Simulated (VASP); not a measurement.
The system is AlNi.

```
Al Ni
1.0
     2.89308    0.00000    0.00000
     0.00000    2.89308    0.00000
     0.00000    0.00000    2.89308
Al Ni
1 1
Direct
  0.00155 0.00650 0.01015
  0.49845 0.49350 0.48985
```

```yaml
Program: VASP 6.6.1
Task: relaxation of cell and atoms
Functional: PBE
Potentials_or_basis: VASP PAW PBE potentials, release 64 (Al, Ni)
Cutoff: 600 eV
k_mesh: 12 × 12 × 12
Occupations: gaussian, width 0.15 eV
Spin: no spin polarisation
```

At the start: pressure -0.2 GPa; volume 12.11 Å³/atom.

Where does the relaxation end?

Over 6 steps the energy falls by 7.1 meV/atom and the volume is 12.11 Å³/atom (+0.1 %); space group Amm2 (No. 38, to 0.1 Å) before, Pm-3m (No. 221, to 0.1 Å).

The path:
```
step  energy change (eV)  largest force (eV/Å)  pressure (GPa)  volume (Å³)
   1              0.0000                0.4028           -0.19        24.21
   2             -0.0112                0.1785            0.51        24.16
   3             -0.0138                0.0027            0.73        24.12
   4             -0.0138                0.0133            0.37        24.13
   5             -0.0141                0.0035           -0.13        24.24
   6             -0.0141                0.0005           -0.11        24.23
```

Final structure:
```
Al Ni
1.0
     2.89482    0.00010    0.00015
     0.00010    2.89380    0.00058
     0.00015    0.00058    2.89231
Al Ni
1 1
Cartesian
  2.8949 2.8939 0.0007
  1.4476 1.4473 1.4465
```
